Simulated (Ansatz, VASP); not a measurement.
# Two plane-wave programs on AlCu

INCAR

```
SYSTEM = AlCu
PREC = Accurate
ENCUT = 520
EDIFF = 1E-6
ISMEAR = 0
SIGMA = 0.1
LREAL = .FALSE.
LASPH = .TRUE.
NELM = 100
ALGO = Fast
ISIF = 2
LWAVE = .FALSE.
LCHARG = .FALSE.
GGA = PS
NBANDS = 14
```

The input KPOINTS:

```
regular mesh
0
G
  14 14 14
  0 0 0
```

Contents of POSCAR:

```
AlCu
1.0
    2.8826144800      0.0000000000      0.0000000000
    0.0000000000      2.8826144800      0.0000000000
    0.0000000000      0.0000000000      2.8826144800
Al Cu
1 1
Direct
    0.0000000000      0.0000000000      0.0000000000
    0.5000000000      0.5000000000      0.5000000000
```

Input for Ansatz:

```yaml
crystal:
  lattice:
    - [2.88261448, 0.0, 0.0]
    - [0.0, 2.88261448, 0.0]
    - [0.0, 0.0, 2.88261448]
  atoms:
    - { symbol: Al, position: [0.0, 0.0, 0.0] }
    - { symbol: Cu, position: [0.5, 0.5, 0.5] }
basis:
  ecutwfc: 420
kpoints:
  mp_grid: { grid: [14, 14, 14] }
hamiltonian:
  xc: pbesol
scf:
  occupations: { method: gaussian, width: 0.1 }
output:
  forces: true
  stress: true
  eigenvalues: true
```

Alike in both runs: task single point; functional PBEsol; k mesh 14 × 14 × 14; occupations gaussian, width 0.1 eV; no spin polarisation.

```csv
,VASP,Ansatz
version,VASP 6.6.1,Ansatz 0.2.0
potentials or method,"VASP PAW PBE potentials, release 64 (Al, Cu), cutoff 520 eV","scalar-relativistic, plane waves, PAW"
valence electrons in the cell,14,22
```

Ansatz gave:

| Quantity | Value |
| --- | --- |
| gap on the k mesh at the Fermi level (eV) | none |
| pressure (GPa) | 11.5 |

Problem. What did VASP give for the same quantities?

Solution. gap on the k mesh at the Fermi level (eV): none; pressure (GPa): 11.8.

VASP's potentials were made for PBE, not for PBEsol. A gap of «none» marks a metal or a gap that the smearing closes. VASP's potentials hold 14 valence electrons a cell and Ansatz's 22, so a difference there can come from the potentials and not from the codes.
